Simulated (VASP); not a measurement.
HfS2: single point with PBE+D3(BJ)

Crystal: HfS2.

```
Hf S
1.0
     3.60586    0.00000    0.00000
    -1.80293    3.12277    0.00000
     0.00000    0.00000    5.53957
Hf S
1 2
Direct
  0.00000 0.00000 0.00000
  0.66667 0.33333 0.74761
  0.33333 0.66667 0.25239
```

This cell differs from its parent crystal: strain -0.0400 x Voigt [0, 0, 1, 0, 0, 0].

| Quantity | Value |
| --- | --- |
| Program | VASP 6.6.1 |
| Task | single point |
| Functional | PBE |
| Dispersion | D3(BJ) |
| Potentials or basis | VASP PAW PBE potentials, release 64 (Hf_pv, S) |
| Cutoff | 500 eV |
| k mesh | 12 × 12 × 6 |
| Occupations | gaussian, width 0.05 eV |
| Spin | no spin polarisation |

```json
{"Pressure": "3.5 GPa", "Largest force": "0.585 eV/Å", "Band gap on the k mesh": "0.81 eV, indirect (least direct gap 1.65 eV)", "Dispersion energy per atom": "-0.356 eV"}
```

Forces on the atoms (eV/Å):
```
Hf   0.000  0.000  0.000
S    0.000  0.000 -0.585
S    0.000  0.000  0.585
```

Stress tensor (GPa, compression positive):
```
2.53 0.00 0.00
0.00 2.53 0.00
0.00 0.00 5.49
```

Levels at points of the mesh, in eV from the valence-band top:
| k point | band 9 | band 10 | band 11 | band 12 | band 13 | band 14 |
| --- | --- | --- | --- | --- | --- | --- |
| (0.00, 0.00, 0.00) | -0.41 | -0.41 | 0.00 | 1.65 | 1.65 | 2.45 |
| (0.50, 0.00, 0.00) | -2.89 | -2.50 | -1.83 | 0.91 | 3.75 | 3.78 |
| (0.00, 0.00, 0.50) | -2.32 | -0.64 | -0.64 | 1.57 | 1.57 | 2.66 |
| (0.50, 0.00, 0.50) | -2.67 | -1.41 | -1.01 | 0.81 | 3.75 | 3.82 |

Run time: 37 s on 1 thread of Intel(R) Xeon(R) 6975P-C (Granite Rapids), on a shared host, peak memory 0.25 GiB.

Caveat: the cell differs from its parent crystal (strain -0.0400 x Voigt [0, 0, 1, 0, 0, 0]); spin-orbit coupling is left out, which moves the levels of the heavy elements. A k mesh can miss the band edges.
